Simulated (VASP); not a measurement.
Wanted: the native input for a VASP 6.6.1 run.

* Task: single point
* Functional: LDA
* Potentials or basis: VASP PAW LDA potentials, release 64 (Hf_pv, N)
* Cutoff: 520 eV
* k mesh: 11 × 11 × 11
* Occupations: fermi-dirac, width 0.05 eV
* Spin: no spin polarisation
* Dipole correction: no
* Further INCAR settings: ALGO = Normal; EDIFF = 1e-07; NBANDS = 14

The structure of HfN lies in POSCAR:

```
HfN
1.0
    0.0000000000      2.1941603919      2.1941603919
    2.1941603919      0.0000000000      2.1941603919
    2.1941603919      2.1941603919      0.0000000000
Hf N
1 1
Direct
    0.0000000000      0.0000000000      0.0000000000
    0.5000000000      0.5000000000      0.5000000000
```

These files were run (other wordings do the same):

INCAR

```
SYSTEM = HfN
PREC     = Accurate       ! precision mode
ENCUT    = 520            ! plane-wave cutoff, eV
EDIFF    = 1E-7           ! SCF threshold, eV
ISMEAR   = -1             ! smearing method
SIGMA    = 0.05           ! smearing width, eV
LREAL    = .False.        ! projectors in reciprocal space
LASPH    = .True.         ! aspherical terms in the spheres
NELM     = 60             ! most SCF steps
ALGO     = Normal         ! electronic algorithm
ISIF     = 2              ! what is computed and relaxed
LWAVE    = .False.        ! write WAVECAR
LCHARG   = .False.        ! write CHGCAR
GGA      = CA             ! functional
NBANDS   = 14             ! bands
```

KPOINTS

```
Automatic mesh
0
Gamma
  11 11 11
  0 0 0
```

Potentials or basis: VASP PAW LDA potentials, release 64 (Hf_pv, N).

Launch:

```sh
$ cat potpaw_LDA.64/Hf_pv/POTCAR potpaw_LDA.64/N/POTCAR > POTCAR
$ mpirun -np 1 vasp_std > vasp.out
```

It gave:

```json
{
  "Pressure": "17.3 GPa"
}
```

Run time: 6.2 s on 1 thread of Intel(R) Xeon(R) 6975P-C (Granite Rapids) (shared host), peak memory 0.13 GiB.
